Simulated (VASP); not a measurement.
A run of VASP 6.6.1:

File INCAR:

```
SYSTEM = Cd2TeO3
  ALGO = Normal
  EDIFF = 1E-7
  ENCUT = 520
  GGA = PE
  ISIF = 2
  ISMEAR = 0
  LASPH = .TRUE.
  LCHARG = .FALSE.
  LREAL = .FALSE.
  LWAVE = .FALSE.
  NBANDS = 33
  NELM = 80
  PREC = Accurate
  SIGMA = 0.1
```

The input KPOINTS:

```
k-points
0
G
  6 6 6
  0 0 0
```

Contents of POSCAR:

```
Cd2TeO3
1.0
    5.7634151442      0.0000000000      0.0000000000
   -2.8817075721      4.9912639274      0.0000000000
    0.0000000000      0.0000000000      3.1805357962
Cd Te O
2 1 3
Direct
    0.3333333333      0.6666666667      0.5000000000
    0.6666666667      0.3333333333      0.5000000000
    0.0000000000      0.0000000000      0.0000000000
    0.5000000000      0.0000000000      0.0000000000
    0.0000000000      0.5000000000      0.0000000000
    0.5000000000      0.5000000000      0.0000000000
```

Potentials or basis: VASP PAW PBE potentials, release 64 (Cd, Te, O).

Launch:

```console
$ cat potpaw_PBE.64/Cd/POTCAR potpaw_PBE.64/Te/POTCAR potpaw_PBE.64/O/POTCAR > POTCAR
$ mpirun -np 1 vasp_std > vasp.out
```

Hardware: 1 thread of AMD EPYC 7R13, on a shared host.

Question: Estimate the wall time of this run.

Answer: Run time: 3.7 min on 1 thread of AMD EPYC 7R13, on a shared host, peak memory 0.24 GiB. Counts: scf iterations 19, k points 28.
